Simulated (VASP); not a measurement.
# Cl (Cmce) in VASP: single point with r2SCAN

Aim: the single point of Cl with r2SCAN.

Everything below comes from runs of VASP 6.6.1. Logs are shortened: lines on timing, memory, paths and dates and some standing lists are left out, and cuts for length are marked.

## (1) The cell of the first run

The structure is orthorhombic, space group Cmce (No. 64). Conventional cell: a = 6.250 Å, b = 4.014 Å, c = 8.147 Å, α = 90.00°, β = 90.00°, γ = 90.00°. Cl (site symmetry m) has 1 Cl at 2.02 Å within 2.7 Å.

## (2) Single point, r2SCAN

File POSCAR:

```
Cl
1.0
    3.1252368117     -2.0072451472      0.0000000000
    3.1252368117      2.0072451472      0.0000000000
    0.0000000000      0.0000000000      8.1465599412
Cl
4
Direct
    0.8756350123      0.1243649877      0.6074783244
    0.1243649877      0.8756350123      0.3925216756
    0.6243649877      0.3756350123      0.1074783244
    0.3756350123      0.6243649877      0.8925216756
```

File INCAR.step1:

```
  PREC = Accurate
  ENCUT = 520
  ISMEAR = 0
  SIGMA = 0.01
  LREAL = F
  LASPH = T
  NELM = 100
  NBANDS = 22
  GGA = PE
  ALGO = Normal
  EDIFF = 1E-4
  LWAVE = T
  LCHARG = F
```

File INCAR.step2:

```
  PREC = Accurate
  ENCUT = 520
  EDIFF = 1E-6
  ISMEAR = 0
  SIGMA = 0.01
  LREAL = F
  LASPH = T
  NELM = 100
  ALGO = Normal
  ISIF = 2
  LWAVE = F
  LCHARG = F
  METAGGA = R2SCAN
  LMIXTAU = T
  NBANDS = 22
  ISTART = 1
```

File KPOINTS:

```
Automatic mesh
0
Gamma
  8 8 4
```

Potentials or basis: VASP PAW PBE potentials, release 64 (Cl).

Command:

```
cat potpaw_PBE.64/Cl/POTCAR > POTCAR
cp INCAR.step1 INCAR
mpirun -np 1 vasp_std > vasp.out
cp INCAR.step2 INCAR
mpirun -np 1 vasp_std > vasp.out
```

OUTCAR:

```text
PREC = Accurate
   ENCUT = 520
   EDIFF = 1E-6
   ISMEAR = 0
   LREAL = F
   LASPH = T
   NELM = 100
   ISIF = 2
   METAGGA = R2SCAN
   ISTART = 1

 ion  position               nearest neighbor table
   1  0.876  0.124  0.607-   2 2.02
   2  0.124  0.876  0.393-   1 2.02
   3  0.624  0.376  0.107-   4 2.02
   4  0.376  0.624  0.893-   3 2.02

  LATTYP: Found a base centered orthorhombic cell.
 ALAT       =     4.0144902944
 B/A-ratio  =     1.5569781380
 C/A-ratio  =     2.0292887375

  Lattice vectors:

 A1 = (  -3.1252368117,  -2.0072451472,   0.0000000000)
 A2 = (   3.1252368117,  -2.0072451472,   0.0000000000)
 A3 = (   0.0000000000,   0.0000000000,   8.1465599412)

Analysis of symmetry for initial positions (statically):
=====================================================================
 Subroutine PRICEL returns:
 Original cell was already a primitive cell.

 Routine SETGRP: Setting up the symmetry group for a
 base centered orthorhombic supercell.

 Subroutine GETGRP returns: Found  8 space group operations
 (whereof  4 operations were pure point group operations)
 out of a pool of  8 trial point group operations.

The static configuration has the point symmetry C_2h.
 The point group associated with its full space group is D_2h.

Analysis of symmetry for dynamics (positions and initial velocities):
=====================================================================
 Subroutine PRICEL returns:
 Original cell was already a primitive cell.

 Routine SETGRP: Setting up the symmetry group for a
 base centered orthorhombic supercell.

 Subroutine GETGRP returns: Found  8 space group operations
 (whereof  4 operations were pure point group operations)
 out of a pool of  8 trial point group operations.

The dynamic configuration has the point symmetry C_2h.
 The point group associated with its full space group is D_2h.

 Subroutine INISYM returns: Found  8 space group operations
 (whereof  4 operations are pure point group operations),
 and found     1 'primitive' translations

----------------------------------------------------------------------------------------

                                     Primitive cell

  volume of cell :     102.2086

  direct lattice vectors                    reciprocal lattice vectors
     3.125236812 -2.007245147  0.000000000     0.159987876 -0.249097626  0.000000000
     3.125236812  2.007245147  0.000000000     0.159987876  0.249097626  0.000000000
     0.000000000  0.000000000  8.146559941     0.000000000  0.000000000  0.122751199

  length of vectors
     3.714315308  3.714315308  8.146559941     0.296050245  0.296050245  0.122751199

  position of ions in fractional coordinates (direct lattice)
     0.875635012  0.124364988  0.607478324
     0.124364988  0.875635012  0.392521676
     0.624364988  0.375635012  0.107478324
     0.375635012  0.624364988  0.892521676

  ion indices of the primitive-cell ions
   primitive index   ion index
                 1           1
                 2           2
                 3           3
                 4           4

----------------------------------------------------------------------------------------

 KPOINTS: Automatic mesh

Automatic generation of k-mesh.
 Grid dimensions read from file:
 generate k-points for:    8    8    4

 Generating k-lattice:

  Cartesian coordinates                     Fractional coordinates (reciprocal lattice)
     0.019998485 -0.031137203  0.000000000     0.125000000  0.000000000  0.000000000
     0.019998485  0.031137203  0.000000000     0.000000000  0.125000000  0.000000000
     0.000000000  0.000000000  0.030687800     0.000000000  0.000000000  0.250000000

  Length of vectors
     0.037006281  0.037006281  0.030687800

  Shift w.r.t. Gamma in fractional coordinates (k-lattice)
     0.000000000  0.000000000  0.000000000

 Subroutine IBZKPT returns following result:
 ===========================================

 Found     63 irreducible k-points:

 Following reciprocal coordinates:
            Coordinates               Weight
  0.000000  0.000000  0.000000      1.000000
  0.125000 -0.000000  0.000000      4.000000
  0.250000 -0.000000  0.000000      4.000000
  0.375000 -0.000000  0.000000      4.000000
  0.500000 -0.000000  0.000000      2.000000
  0.125000  0.125000  0.000000      2.000000
[... 16 lines left out ...]
  0.125000 -0.000000  0.250000      8.000000
  0.250000 -0.000000  0.250000      8.000000
 [... further k-points ...]
   k-points           NKPTS =     63   k-points in BZ     NKDIM =     63   number of bands    NBANDS=     22
   number of dos      NEDOS =    301   number of ions     NIONS =      4
   total plane-waves  NPLWV =  50176
   dimension x,y,z NGX =    28 NGY =   28 NGZ =   64
   dimension x,y,z NGXF=    56 NGYF=   56 NGZF=  128
   ions per type =               4
   NGX,Y,Z   is equivalent  to a cutoff of  12.53, 12.53, 13.06 a.u.
   NGXF,Y,Z  is equivalent  to a cutoff of  25.06, 25.06, 26.12 a.u.
 SYSTEM =  unknown system
   PREC   = accura    normal or accurate (medium, high low for compatibility)
   ISTART =      1    job   : 0-new  1-cont  2-samecut
   ICHARG =      0    charge: 1-file 2-atom 10-const
   ISPIN  =      1    spin polarized calculation?
   LNONCOLLINEAR =      F non collinear calculations
   LSORBIT =      F    spin-orbit coupling
   LASPH  =      T    aspherical Exc in radial PAW
   ENCUT  =  520.0 eV  38.22 Ry    6.18 a.u.   6.91  6.91 15.15*2*pi/ulx,y,z
   NELM   =    100;   NELMIN=  2; NELMDL=  0     # of ELM steps
   EDIFF  = 0.1E-05   stopping-criterion for ELM
   LREAL  =      F    real-space projection
   EDIFFG = 0.1E-04   stopping-criterion for IOM
   NSW    =      0    number of steps for IOM
   IBRION =     -1    ionic relax: 0-MD 1-quasi-New 2-CG
   NFREE  =      0    steps in history (QN), initial steepest desc. (CG)
   ISIF   =      2    stress and relaxation
   ISYM   =      2    0-nonsym 1-usesym 2-fastsym
   POTIM  = 0.5000    time-step for ionic-motion
   TEBEG  =    0.0;   TEEND  =   0.0 temperature during run
   PSTRESS=    0.0 pullay stress
   NELECT =      28.0000    total number of electrons
   NUPDOWN=      -1.0000    fix difference up-down
   EMIN   =  10.00;   EMAX   =-10.00  energy-range for DOS
   EFERMI =   0.00;   METHOD = LEGACY
   ISMEAR =     0;   SIGMA  =   0.01  broadening in eV -4-tet -1-fermi 0-gaus
   EFERMI_NEDOS =   21; number of points for ismear=-14 and -15
   IALGO  =     38    algorithm
   IMIX   =      4    mixing-type and parameters
     AMIX     =   0.40;   BMIX     =  1.00
     AMIX_MAG =   1.60;   BMIX_MAG =  1.00
  volume/ion in A,a.u.               =      25.55       172.43
  Fermi-wavevector in a.u.,A,eV,Ry     =   1.063241  2.009234 15.381128  1.130481
  Thomas-Fermi vector in A             =   2.198719
   LORBIT       =      0    0 simple, 1 ext, 2 COOP (PROOUT), +10 PAW based schemes
   METAGGA = R2SCAN    functional components
   LHFCALC =     F    Hartree Fock is set to
   AEXX    =    0.0000 exact exchange contribution
   IVDW    =     0    specifies the selected vdW correction
   LEPSILON=     F    determine dielectric tensor
   LRPA    =     F    only Hartree local field effects (RPA)
 non-spin polarized calculation
 Gauss-broadening in eV      SIGMA  =   0.01
  energy-cutoff  :      520.00
  volume of cell :      102.21
 maximum number of plane-waves:      2782
   NGX = 13   NGY = 13   NGZ = 31

 number of electron      28.0000005 magnetization

 Free energy of the ion-electron system (eV)
  ---------------------------------------------------
  ext. energy  EPLUGINS =         0.00000000
  ---------------------------------------------------
  free energy    TOTEN  =       -24.57581326 eV

  energy without entropy =      -24.57581326  energy(sigma->0) =      -24.57581326

 E-fermi :   0.1234     XC(G=0):  -8.8188

 val. band max:        0.0786176027   @ k =   0.0000   0.0000   0.0000
 cond. band min:       2.6736779426   @ k =   0.0000   0.0000   0.0000
 fundamental gap:      2.5950603399
 Fermi energy:         0.1234379285

 k-point     1 :       0.0000    0.0000    0.0000
  band No.  band energies     occupation
      1     -17.5689      2.00000
      2     -17.2063      2.00000
      3     -13.5638      2.00000
      4     -12.5434      2.00000
      5      -5.9139      2.00000
      6      -4.3928      2.00000
[... 14 lines left out ...]
     21      11.5207      0.00000
     22      11.6112      0.00000

 k-point     2 :       0.1250   -0.0000    0.0000
  band No.  band energies     occupation
      1     -17.5229      2.00000
      2     -17.1845      2.00000
      3     -13.5208      2.00000
      4     -12.5810      2.00000
      5      -5.8983      2.00000
      6      -4.4754      2.00000
[... 14 lines left out ...]
     21      11.1211      0.00000
     22      11.6342      0.00000

 k-point     3 :       0.2500   -0.0000    0.0000
  band No.  band energies     occupation
      1     -17.4023      2.00000
      2     -17.1368      2.00000
      3     -13.4031      2.00000
      4     -12.6902      2.00000
      5      -5.8552      2.00000
      6      -4.7407      2.00000
[... 14 lines left out ...]
     21      11.0530      0.00000
     22      11.7894      0.00000

 k-point     4 :       0.3750   -0.0000    0.0000
  band No.  band energies     occupation
      1     -17.2557      2.00000
      2     -17.1081      2.00000
      3     -13.2363      2.00000
      4     -12.8550      2.00000
      5      -5.7601      2.00000
      6      -5.1556      2.00000
[... 14 lines left out ...]
     21      11.5242      0.00000
     22      12.6779      0.00000

 k-point     5 :       0.5000   -0.0000    0.0000
  band No.  band energies     occupation
      1     -17.1445      2.00000
      2     -17.1445      2.00000
      3     -13.0463      2.00000
      4     -13.0463      2.00000
      5      -5.5368      2.00000
      6      -5.5368      2.00000
[... 14 lines left out ...]
     21      12.2791      0.00000
     22      12.2791      0.00000

 k-point     6 :       0.1250    0.1250    0.0000
  band No.  band energies     occupation
      1     -17.5265      2.00000
      2     -17.1737      2.00000
      3     -13.5219      2.00000
      4     -12.5350      2.00000
      5      -5.8809      2.00000
      6      -4.4195      2.00000
[... 14 lines left out ...]
     21      11.6252      0.00000
     22      11.8426      0.00000

 k-point     7 :       0.2500    0.1250    0.0000
  band No.  band energies     occupation
      1     -17.4480      2.00000
      2     -17.1289      2.00000
      3     -13.4465      2.00000
      4     -12.5704      2.00000
      5      -5.8398      2.00000
      6      -4.5294      2.00000
[... 324 lines left out ...]
      6      -4.9537      2.00000
[... 14 lines left out ...]
     21      11.5475      0.00000
     22      11.9710      0.00000

 k-point    21 :       0.5000    0.5000    0.0000
  band No.  band energies     occupation
      1     -17.2659      2.00000
      2     -16.9763      2.00000
      3     -13.2656      2.00000
      4     -12.4865      2.00000
      5      -5.6197      2.00000
      6      -4.5690      2.00000
[... 14 lines left out ...]
     21      11.9408      0.00000
     22      13.0451      0.00000

 k-point    22 :       0.0000    0.0000    0.2500
  band No.  band energies     occupation
      1     -17.5225      2.00000
      2     -17.2675      2.00000
      3     -13.4179      2.00000
      4     -12.7001      2.00000
      5      -5.7100      2.00000
      6      -4.6612      2.00000
[... 14 lines left out ...]
     21      11.4158      0.00000
     22      11.4569      0.00000

 k-point    23 :       0.1250   -0.0000    0.2500
  band No.  band energies     occupation
      1     -17.4792      2.00000
      2     -17.2410      2.00000
      3     -13.3861      2.00000
      4     -12.7245      2.00000
      5      -5.7100      2.00000
      6      -4.7269      2.00000
[... 14 lines left out ...]
     21      11.1661      0.00000
     22      11.5039      0.00000

 k-point    24 :       0.2500   -0.0000    0.2500
  band No.  band energies     occupation
      1     -17.3670      2.00000
      2     -17.1798      2.00000
      3     -13.3003      2.00000
      4     -12.7977      2.00000
      5      -5.6988      2.00000
      6      -4.9014      2.00000
[... 14 lines left out ...]
     21      11.1733      0.00000
     22      11.4392      0.00000

 [... further k-points ...]

------------------------ aborting loop because EDIFF is reached ----------------------------------------

  FORCE on cell =-STRESS in cart. coord.  units (eV):
  Direction    XX          YY          ZZ          XY          YZ          ZX
  --------------------------------------------------------------------------------------
  -------------------------------------------------------------------------------------
  Total        0.4954909      0.2680022     -0.2341217      0.0000000     -0.0000000      0.0000000
  in kB        7.7670965      4.2010834     -3.6699887      0.0000000     -0.0000000      0.0000000
  external PRESSURE =       2.7660637 kB  Pullay stress =       0.0000000 kB

 VOLUME and BASIS-vectors are now :
 -----------------------------------------------------------------------------
  energy-cutoff  :      520.00
  volume of cell :      102.21
      direct lattice vectors                 reciprocal lattice vectors
     3.125236812 -2.007245147  0.000000000     0.159987876 -0.249097626  0.000000000
     3.125236812  2.007245147  0.000000000     0.159987876  0.249097626  0.000000000
     0.000000000  0.000000000  8.146559941     0.000000000  0.000000000  0.122751199

 POSITION                                       TOTAL-FORCE (eV/Angst)
 -----------------------------------------------------------------------------------
      3.12524     -1.50798      4.94886         0.000000     -0.116299     -0.202769
      3.12524      1.50798      3.19770         0.000000      0.116299      0.202769
      3.12524     -0.49926      0.87558         0.000000      0.116299     -0.202769
      3.12524      0.49926      7.27098         0.000000     -0.116299      0.202769
 -----------------------------------------------------------------------------------
    total drift:                                0.000000     -0.000000      0.000000

  FREE ENERGIE OF THE ION-ELECTRON SYSTEM (eV)
  ---------------------------------------------------
  free  energy   TOTEN  =       -24.5758132630 eV

  energy  without entropy=      -24.5758132630  energy(sigma->0) =      -24.57581326
```

Wall time 4.6 min (1 thread of Intel Xeon Platinum 8488C (Sapphire Rapids), shared host); peak memory 0.26 GiB.

What came out:

```yaml
Free_energy: -24.5758 eV
Pressure: 0.3 GPa
Largest_force: 0.234 eV/Å
Band_gap_on_the_k_mesh: 2.60 eV
```

Forces on the atoms (eV/Å):
```
Cl   0.000 -0.116 -0.203
Cl   0.000  0.116  0.203
Cl   0.000  0.116 -0.203
Cl   0.000 -0.116  0.203
```

Stress tensor (GPa, compression positive):
```
 0.78  0.00  0.00
 0.00  0.42  0.00
 0.00  0.00 -0.37
```

Levels at points of the mesh, in eV from the valence-band top:
| k point | band 11 | band 12 | band 13 | band 14 | band 15 | band 16 | band 17 | band 18 |
| --- | --- | --- | --- | --- | --- | --- | --- | --- |
| (0.00, 0.00, 0.00) | -0.98 | -0.44 | -0.12 | 0.00 | 2.60 | 3.58 | 7.74 | 7.82 |
| (0.50, 0.00, 0.00) | -0.99 | -0.99 | -0.31 | -0.31 | 3.33 | 3.33 | 8.61 | 8.61 |
| (0.50, 0.50, 0.00) | -1.65 | -1.23 | -0.51 | -0.28 | 2.67 | 3.32 | 8.87 | 8.88 |
| (0.00, 0.00, 0.50) | -0.86 | -0.86 | -0.06 | -0.06 | 3.03 | 3.03 | 8.09 | 8.09 |
| (0.50, 0.00, 0.50) | -0.72 | -0.72 | -0.07 | -0.07 | 3.01 | 3.01 | 8.93 | 8.93 |
| (0.50, 0.50, 0.50) | -1.00 | -1.00 | -0.92 | -0.92 | 2.93 | 2.93 | 9.49 | 9.49 |

Caveat: the PAW data sets were made with another functional, which shifts forces and pressure a little. A k mesh can miss the band edges.
